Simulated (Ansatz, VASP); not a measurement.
**Sc: VASP beside Ansatz**

```
Sc
1.0
     3.00818    0.00000    0.00000
     0.00000    3.00818    0.00000
     0.00000    0.00000    3.00818
Sc
1
Direct
  0.00000 0.00000 0.00000
```

Alike in both runs: task single point; functional revPBE; k mesh 12 × 12 × 12; occupations fermi-dirac, width 0.1 eV; no spin polarisation.

|  | VASP | Ansatz |
| --- | --- | --- |
| version | VASP 6.6.1 | Ansatz 0.2.0 |
| potentials or method | VASP PAW PBE potentials, release 64 (Sc_sv), cutoff 520 eV | plane waves (420 eV) with PAW, scalar-relativistic |
| valence electrons in the cell | 11 | 11 |

|  | VASP | Ansatz | Ansatz less VASP |
| --- | --- | --- | --- |
| pressure (GPa) | 0.0 | 0.0 | -0.02 |

VASP's potentials were made for PBE, not for revPBE. The functional is the same, so the differences come from potentials, cutoffs and numerics.
